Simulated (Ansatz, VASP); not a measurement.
# BeZn2O3: VASP beside Ansatz

File INCAR:

```
PREC = Accurate
ENCUT = 600
EDIFF = 1E-7
ISMEAR = 0
SIGMA = 0.15
LREAL = False
LASPH = True
NELM = 120
ALGO = Normal
ISIF = 3
LWAVE = False
LCHARG = False
GGA = PE
IBRION = 2
NSW = 36
EDIFFG = -0.08
GGA_COMPAT = False
NELMIN = 4
```

Contents of KPOINTS:

```
regular mesh
0
Gamma
  3 3 3
```

The input POSCAR:

```
BeZn2O3
1.0
    4.7402038000      0.0000000000      0.0000000000
   -2.3701019000      4.1051369100      0.0000000000
    0.0000000000      0.0000000000      3.7986819200
Be Zn O
1 2 3
Direct
    0.0000000000      0.0000000000      0.5000000000
    0.3333333300      0.6666666700      0.0000000000
    0.6666666700      0.3333333300      0.0000000000
    0.5000000000      0.0000000000      0.0000000000
    0.0000000000      0.5000000000      0.0000000000
    0.5000000000      0.5000000000      0.0000000000
```

Input for Ansatz:

```yaml
crystal:
  lattice:
    - [4.7402038, 0.0, 0.0]
    - [-2.3701019, 4.10513691, 0.0]
    - [0.0, 0.0, 3.79868192]
  atoms:
    - { symbol: Be, position: [0.0, 0.0, 0.5] }
    - { symbol: Zn, position: [0.33333333, 0.66666667, 0.0] }
    - { symbol: Zn, position: [0.66666667, 0.33333333, 0.0] }
    - { symbol: O, position: [0.5, 0.0, 0.0] }
    - { symbol: O, position: [0.0, 0.5, 0.0] }
    - { symbol: O, position: [0.5, 0.5, 0.0] }
basis:
  ecutwfc: 420
kpoints:
  mp_grid: { grid: [3, 3, 3] }
hamiltonian:
  xc: pbe
scf:
  occupations: { method: gaussian, width: 0.15 }
  lower_state_search: "off"
output:
  forces: true
  stress: true
  eigenvalues: true
relax:
  adjacent_minimum: "off"
  f_tol: 0.08
  max_steps: 16
  cell: { stress_tol: 0.8 }
```

Alike in both runs: task relaxation of cell and atoms; functional PBE; k mesh 3 × 3 × 3; occupations gaussian, width 0.15 eV; no spin polarisation.

```csv
,VASP,Ansatz
version,VASP 6.6.1,Ansatz 0.2.0
potentials or method,"VASP PAW PBE potentials, release 64 (Be, Zn, O), cutoff 600 eV","scalar-relativistic, plane waves, PAW"
valence electrons in the cell,44,44
```

Ansatz gave:

| Quantity | Value |
| --- | --- |
| gap on the k mesh at the Fermi level, each at its own relaxed structure (eV) | none |
| relaxed volume (Å³/atom) | 15.01 |
| relaxed cell length with the largest relative difference (Å) | 2.532 |

Problem. What did VASP give for the same quantities?

Solution. gap on the k mesh at the Fermi level, each at its own relaxed structure (eV): none; relaxed volume (Å³/atom): 15.04; relaxed cell length with the largest relative difference (Å): 2.643.

A gap of «none» marks a metal or a gap that the smearing closes.

The k mesh is coarse, so the values compare programs but aren't converged. Noted on VASP's run: the volume moved by over 15 % at a fixed basis, so the end points are rough.
